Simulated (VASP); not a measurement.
Wanted: the native input for a VASP 6.6.1 run.

* Task: single point
* Functional: PBEsol
* Potentials or basis: VASP PAW PBE potentials, release 64 (Mo_sv)
* Cutoff: 520 eV
* k mesh: 16 × 16 × 16
* Occupations: gaussian, width 0.1 eV
* Spin: no spin polarisation
* Dipole correction: no
* Further INCAR settings: ALGO = Fast; EDIFF = 1e-06; NBANDS = 21

The structure of Mo lies in POSCAR:

```
Mo
1.0
    3.1919267660      0.0000000000      0.0000000000
    0.0000000000      3.1919267660      0.0000000000
    0.0000000000      0.0000000000      3.0878187654
Mo
2
Direct
    0.0000000000      0.0000000000      0.0000000000
    0.5000000000      0.5000000000      0.5000000000
```

This cell differs from its parent crystal: biaxial strain in the a-b plane: +2.0 %, then relaxed in part.

The input as run:

INCAR

```
ALGO = Fast ; EDIFF = 1E-6
ENCUT = 520 ; GGA = PS
ISIF = 2 ; ISMEAR = 0
LASPH = True ; LCHARG = False
LREAL = False ; LWAVE = False
NBANDS = 21 ; NELM = 60
PREC = Accurate ; SIGMA = 0.1
```

KPOINTS

```
k-points
0
Gamma
  16 16 16
```

Potentials or basis: VASP PAW PBE potentials, release 64 (Mo_sv).

Run with:

```bash
$ cat potpaw_PBE.64/Mo_sv/POTCAR > POTCAR
$ mpirun -np 1 vasp_std > vasp.out
```

Results of the run:

The pressure is -6.2 GPa. The band gap on the k mesh is zero (bands 14 and 15 overlap by 2.45 eV).

Caveat: the cell differs from its parent crystal (biaxial strain in the a-b plane: +2.0 %, then relaxed in part); the cell stands under tension; the PAW data sets were made with another functional, which shifts forces and pressure a little.

Wall time 2.1 min on 1 thread of AMD EPYC 7R13 Processor (Zen 3) (shared host), peak memory 0.27 GiB.
